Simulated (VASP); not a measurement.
Set up this calculation in VASP 6.6.1, as the native input.

* Task: relaxation of cell and atoms
* Functional: revPBE
* Potentials or basis: VASP PAW PBE potentials, release 64 (Cu)
* Cutoff: 600 eV
* k mesh: 14 × 14 × 4
* Occupations: fermi-dirac, width 0.1 eV
* Spin: no spin polarisation
* Dipole correction: no
* Further INCAR settings: ALGO = Normal; EDIFF = 1e-06; IBRION = 2; EDIFFG = -0.01; NSW = 80; ISIF = 3

The structure of Cu lies in POSCAR:

```
Cu
1.0
    2.5561591618      0.0000000000      0.0000000000
   -1.2780795809      2.2136987702      0.0000000000
    0.0000000000      0.0000000000      8.3484158223
Cu
4
Direct
    0.0000000000      0.0000000000      0.0000000000
    0.0000000000      0.0000000000      0.5000000000
    0.3333333333      0.6666666667      0.2500000000
    0.6666666667      0.3333333333      0.7500000000
```

This isn't the form of Cu at room conditions, which is fcc.

One way to write it, as run:

INCAR

```
SYSTEM = Cu
ALGO     = Normal         ! electronic algorithm
EDIFF    = 1E-6           ! SCF threshold, eV
EDIFFG   = -0.01          ! ionic threshold
ENCUT    = 600            ! plane-wave cutoff, eV
GGA      = RE             ! functional
IBRION   = 2              ! ionic algorithm
ISIF     = 3              ! what is computed and relaxed
ISMEAR   = -1             ! smearing method
LASPH    = .TRUE.         ! aspherical terms in the spheres
LCHARG   = .FALSE.        ! write CHGCAR
LREAL    = .FALSE.        ! projectors in reciprocal space
LWAVE    = .FALSE.        ! write WAVECAR
NELM     = 80             ! most SCF steps
NSW      = 80             ! ionic steps
PREC     = Accurate       ! precision mode
SIGMA    = 0.1            ! smearing width, eV
```

KPOINTS

```
k-points
0
G
  14 14 4
  0 0 0
```

Potentials or basis: VASP PAW PBE potentials, release 64 (Cu).

The run is started by

```console
$ cat potpaw_PBE.64/Cu/POTCAR > POTCAR
$ mpirun -np 1 vasp_std > vasp.out
```

It gave:

```json
{"Relaxed volume": "12.34 Å³/atom", "Relaxed cell": "a = 2.594 Å, b = 2.594 Å, c = 8.471 Å, α = 90.00°, β = 90.00°, γ = 120.00°", "Space group after relaxing (to 0.1 Å)": "P6_3/mmc (No. 194)", "Energy gained by relaxing": "9.7 meV/atom", "Ionic steps": "3", "Pressure after relaxing": "0.1 GPa", "Band gap on the k mesh": "zero (bands 22 and 23 overlap by 4.43 eV)"}
```

Caveat: the PAW data sets were made with another functional, which shifts forces and pressure a little.

It took 2.7 min on 1 thread of Intel(R) Xeon(R) Platinum 8559C (Emerald Rapids), with other jobs on the host, peak memory 0.22 GiB.
